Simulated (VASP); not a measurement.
Set up this calculation in VASP 6.6.1, as the native input.

```
Task                   : single point
Functional             : PBEsol
Potentials or basis    : VASP PAW PBE potentials, release 64 (Ca_sv, O)
Cutoff                 : 520 eV
k mesh                 : 8 × 8 × 8
Occupations            : gaussian, width 0.01 eV
Spin                   : no spin polarisation
Dipole correction      : no
Further INCAR settings : ALGO = Normal; EDIFF = 1e-06; NBANDS = 15
```

The structure of CaO lies in POSCAR:

```
CaO
1.0
    2.3359047353      2.3359047353      0.0000000000
   -2.3359047353      2.3359047353      0.0000000000
    0.0000000000      2.3359047353      2.4121791756
Ca O
1 1
Direct
    0.0000000000      0.0000000000      0.0000000000
    0.5000000000      0.5000000000      0.0000000000
```

This cell differs from its parent crystal: in-plane strain -0.02.

These files were run (other wordings do the same):

INCAR

```
PREC = Accurate
ENCUT = 520
EDIFF = 1E-6
ISMEAR = 0
SIGMA = 0.01
LREAL = False
LASPH = True
NELM = 80
ALGO = Normal
ISIF = 2
LWAVE = False
LCHARG = False
GGA = PS
NBANDS = 15
```

KPOINTS

```
Automatic mesh
0
Gamma
  8 8 8
```

Potentials or basis: VASP PAW PBE potentials, release 64 (Ca_sv, O).

The run is started by

```sh
$ cat potpaw_PBE.64/Ca_sv/POTCAR potpaw_PBE.64/O/POTCAR > POTCAR
$ mpirun -np 1 vasp_std > vasp.out
```

Results of the run:

```
Pressure               : 4.5 GPa
Band gap on the k mesh : 3.44 eV, indirect (least direct gap 3.82 eV)
```

Caveat: the cell differs from its parent crystal (in-plane strain -0.02); the PAW data sets were made with another functional, which shifts forces and pressure a little.

Wall time 13 s on 1 thread of Intel(R) Xeon(R) Platinum 8559C (Emerald Rapids) (shared host), peak memory 0.16 GiB.
